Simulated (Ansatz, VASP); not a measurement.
# Mg3TiN3: VASP beside Ansatz

```xyz
7
Lattice="3.0585 1.7658 2.5031 -3.0585 1.7658 2.5031 0.0000 -3.5316 2.5031" Properties=species:S:1:pos:R:3 pbc="T T T"
Mg   -1.5150    0.8747    5.0060
Mg    1.5150    0.8747    5.0060
Mg    0.0000   -1.7493    5.0060
Ti    0.0000    0.0000    0.1763
N     1.5675   -0.9050    6.1994
N    -1.5675   -0.9050    6.1994
N     0.0000    1.8100    6.1994
```

Change from the starting cell: the structure that the rattled cell fell into.

Alike in both runs: task relaxation of cell and atoms; functional PBE; k mesh 6 × 6 × 6; occupations gaussian, width 0.1 eV; no spin polarisation.

```csv
,VASP,Ansatz
version,VASP 6.6.1,Ansatz 0.2.0
potentials or method,"VASP PAW PBE potentials, release 64 (Mg, Ti_sv, N), cutoff 600 eV","scalar-relativistic, plane waves, PAW"
valence electrons in the cell,33,57
```

|  | VASP | Ansatz | Ansatz less VASP |
| --- | --- | --- | --- |
| gap on the k mesh at the Fermi level, each at its own relaxed structure (eV) | none | none | - |
| relaxed volume (Å³/atom) | 11.53 | 11.58 | +0.049 |
| relaxed cell length with the largest relative difference (Å) | 4.322 | 4.328 | +0.0061 |

A gap of «none» marks a metal or a gap that the smearing closes. VASP's potentials hold 33 valence electrons a cell and Ansatz's 57, so a difference there can come from the potentials and not from the codes.
